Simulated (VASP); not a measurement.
TaN: single point with LDA+U

Crystal: TaN.

```
CELL_PARAMETERS angstrom
5.18500 0.00000 0.00000
-2.59250 4.49034 0.00000
0.00000 0.00000 2.90800
ATOMIC_POSITIONS crystal
Ta 0.00000 0.00000 0.00000
Ta 0.33333 0.66667 0.50000
Ta 0.66667 0.33333 0.50000
N 0.50000 0.00000 0.00000
N 0.50000 0.50000 0.00000
N 0.00000 0.50000 0.00000
```

| Property | Result |
| --- | --- |
| Program | VASP 6.6.1 |
| Task | single point |
| Functional | LDA |
| Potentials or basis | VASP PAW LDA potentials, release 64 (Ta_sv_GW, N) |
| Cutoff | 700 eV |
| k mesh | 4 × 4 × 7 |
| Occupations | gaussian, width 0.05 eV |
| Spin | collinear spin |
| Starting moments | [1.0, 1.0, 1.0, 0.0, 0.0, 0.0] μB |
| Fixed moment | 3 μB |
| Hubbard terms | Ta d U = 4.0 eV |
| Dipole correction | no |
| Further INCAR settings | ALGO = Normal; EDIFF = 1e-06; NBANDS = 40 |

The pressure is 16.1 GPa, the net moment is 3.00 μB per cell and the site moments are Ta +1.37, +0.36 (each value once); N +0.06 μB. The valence electrons inside the program's atomic spheres are Ta 11.41, 11.74 (each value once); N 3.79.

Stress tensor (GPa, compression positive):
```
12.15  0.00  0.00
 0.00 12.15  0.00
 0.00  0.00 23.95
```

Eigenvalues of the final occupation matrices:
```tsv
site	spin	trace	eigenvalues
site 1 d	1	1.75	0.32 0.32 0.33 0.39 0.39
site 1 d	2	0.48	0.07 0.07 0.09 0.09 0.17
site 2 d	1	1.30	0.24 0.24 0.25 0.25 0.32
site 2 d	2	1.00	0.18 0.18 0.18 0.23 0.23
site 3 d	1	1.30	0.24 0.24 0.25 0.25 0.32
site 3 d	2	1.00	0.18 0.18 0.18 0.23 0.23
```

It took 4.4 min on 1 thread of Intel(R) Xeon(R) Platinum 8259CL CPU @ 2.50GHz (Skylake/Cascade Lake), with other jobs on the host, peak memory 0.29 GiB.

Caveat: the stress differs along the axes, from 12 to 24 GPa; spin-orbit coupling is left out, which moves the levels of the heavy elements; the total moment is fixed, so each spin has its own Fermi level and the state may be an excited one.
